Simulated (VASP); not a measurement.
# Al: single point with LDA

The system is Al.

```xyz
1
Lattice="-1.5697 1.5697 1.5697 1.5697 -1.5697 1.5697 1.5697 1.5697 -1.5697" Properties=species:S:1:pos:R:3 pbc="T T T"
Al    0.0000    0.0000    0.0000
```

```yaml
Program: VASP 6.6.1
Task: single point
Functional: LDA
Potentials_or_basis: VASP PAW LDA potentials, release 64 (Al)
Cutoff: 520 eV
k_mesh: 13 × 13 × 13
Occupations: fermi-dirac, width 0.05 eV
Spin: no spin polarisation
```

* Pressure: 3.7 GPa

Levels at points of the mesh, in eV from the Fermi level:
```
           k point  band 1  band 2  band 3  band 4
(0.00, 0.00, 0.00)  -11.58   13.56   13.56   13.56
```

It took 11 s on 1 thread of Intel Xeon 8259CL (shared host), peak memory 0.12 GiB.
